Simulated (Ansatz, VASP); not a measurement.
**Two plane-wave programs on HfSeS4**

```
Hf Se S
1.0
     4.81254    0.00000    0.00000
     0.00000    4.81254    0.00000
     0.00000    0.00000    7.21489
Hf Se S
1 1 4
Cartesian
  0.0000 0.0000 0.0000
  2.4063 2.4063 3.6074
  2.4063 0.0000 0.0000
  0.0000 2.4063 0.0000
  0.0000 0.0000 2.6404
  0.0000 0.0000 4.5745
```

Change from the starting cell: species swapped into the AlTlF4 type (P4/mmm, No. 123).

Alike in both runs: functional PBE; k mesh 4 × 4 × 4; occupations gaussian, width 0.1 eV; no spin polarisation.

Ansatz relaxed the structure, and its values are those at the end. VASP's run is a single point on that final structure, the one shown.

|  | VASP | Ansatz |
| --- | --- | --- |
| version | VASP 6.6.1 | Ansatz 0.2.0 |
| potentials or method | VASP PAW PBE potentials, release 64 (Hf_pv, Se, S), cutoff 520 eV | scalar-relativistic, plane waves, PAW |
| valence electrons in the cell | 40 | 66 |

Ansatz gave:

| Quantity | Value |
| --- | --- |
| gap on the k mesh at the Fermi level (eV) | none |
| pressure (GPa) | 0.3 |
| rms of the force components (eV/Å) | 0.007 |

Estimate VASP's values.

gap on the k mesh at the Fermi level (eV): none; pressure (GPa): -0.1; rms of the force components (eV/Å): 0.050.

A gap of «none» marks a metal or a gap that the smearing closes. VASP's potentials hold 40 valence electrons a cell and Ansatz's 66, so a difference there can come from the potentials and not from the codes.

Spin-orbit coupling is off throughout.
